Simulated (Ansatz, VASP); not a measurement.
**One calculation of TiAl3, two programs**

```
Ti Al
1.0
     3.95567    0.00000    0.00000
     0.00000    3.95567    0.00000
     0.00000    0.00000    3.95567
Ti Al
1 3
Direct
  0.00000 0.00000 0.00000
  0.50000 0.50000 0.00000
  0.50000 0.00000 0.50000
  0.00000 0.50000 0.50000
```

Alike in both runs: task single point; functional r2SCAN; k mesh 10 × 10 × 10; occupations gaussian, width 0.1 eV; no spin polarisation.

```csv
,VASP,Ansatz
version,VASP 6.6.1,Ansatz 0.2.0
potentials or method,"VASP PAW PBE potentials, release 64 (Ti_sv, Al), cutoff 520 eV","scalar-relativistic, plane waves, PAW"
valence electrons in the cell,21,21
```

VASP gave:

| Quantity | Value |
| --- | --- |
| gap on the k mesh at the Fermi level (eV) | none |
| pressure (GPa) | -0.1 |

Problem. What did Ansatz give for the same quantities?

Solution. gap on the k mesh at the Fermi level (eV): none; pressure (GPa): 0.0.

VASP's potentials were made for PBE, not for r2SCAN. A gap of «none» marks a metal or a gap that the smearing closes. With one functional, cell and mesh, what is left measures potentials, basis and numerics.
